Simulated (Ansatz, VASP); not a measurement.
# Two plane-wave programs on Na

```
Na
1.0
    -1.84981    1.84981    2.77471
     1.84981   -1.84981    2.77471
     1.84981    1.84981   -2.77471
Na
1
Cartesian
  0.0000 0.0000 0.0000
```

Alike in both runs: task single point; functional PBE; k mesh 18 × 18 × 18; occupations gaussian, width 0.15 eV; no spin polarisation.

|  | VASP | Ansatz |
| --- | --- | --- |
| version | VASP 6.6.1 | Ansatz 0.2.0 |
| potentials or method | VASP PAW PBE potentials, release 64 (Na_pv), cutoff 520 eV | scalar-relativistic, plane waves, PAW |
| valence electrons in the cell | 7 | 9 |

```csv
,VASP,Ansatz,Ansatz less VASP
gap on the k mesh at the Fermi level (eV),none,none,-
pressure (GPa),-0.2,-0.2,+0.01
"traceless stress, the component that is largest in VASP (GPa)",-0.10,-0.10,-0.001
```

A gap of «none» marks a metal or a gap that the smearing closes. VASP's potentials hold 7 valence electrons a cell and Ansatz's 9, so a difference there can come from the potentials and not from the codes.
